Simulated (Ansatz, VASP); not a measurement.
Two plane-wave programs on C

INCAR

```
PREC = Accurate
ENCUT = 520
EDIFF = 1E-7
ISMEAR = -1
SIGMA = 0.05
LREAL = F
LASPH = T
NELM = 100
ALGO = Normal
ISIF = 2
LWAVE = F
LCHARG = F
GGA = RP
NBANDS = 11
```

File KPOINTS:

```
regular mesh
0
Gamma
  13 13 13
```

File POSCAR:

```
C
1.0
    0.0000000000      1.8183469191      1.8183469191
    1.8183469191      0.0000000000      1.8183469191
    1.8183469191      1.8183469191      0.0000000000
C
2
Direct
    0.7500000000      0.7500000000      0.7500000000
    0.5000000000      0.5000000000      0.5000000000
```

Contents of input.yaml:

```yaml
crystal:
  lattice:
    - [0.0, 1.8183469191, 1.8183469191]
    - [1.8183469191, 0.0, 1.8183469191]
    - [1.8183469191, 1.8183469191, 0.0]
  atoms:
    - { symbol: C, position: [0.75, 0.75, 0.75] }
    - { symbol: C, position: [0.5, 0.5, 0.5] }
hamiltonian:
  xc: rpbe
  pseudopotentials: { kind: paw }
kpoints:
  mp_grid: { grid: [13, 13, 13] }
scf:
  occupations: { method: fermi_dirac, width: 0.05 }
output:
  forces: true
  stress: true
  eigenvalues: true
  write_density: true
  write_potential: true
  elf: true
  volumetric_format: npy
```

Alike in both runs: task single point; functional RPBE; k mesh 13 × 13 × 13; occupations fermi-dirac, width 0.05 eV; no spin polarisation.

|  | VASP | Ansatz |
| --- | --- | --- |
| version | VASP 6.6.1 | Ansatz 0.2.0 |
| potentials or method | VASP PAW PBE potentials, release 64 (C) | Ansatz PAW |
| plane-wave cutoff (eV) | 520 | 420 |
| valence electrons in the cell | 8 | 8 |

Ansatz gave:

```
gap on the k mesh at the Fermi level (eV) : 4.03
least direct gap on the mesh (eV)         : 5.45
pressure (GPa)                            : -15.5
```

What did VASP give for the same quantities?

gap on the k mesh at the Fermi level (eV): 4.02; least direct gap on the mesh (eV): 5.44; pressure (GPa): -15.1.

VASP's potentials were made for PBE, not for RPBE.

Noted on Ansatz's run: odd divisions of the mesh miss points on the zone boundary, where band edges often lie, so the gap on the mesh can be too wide.
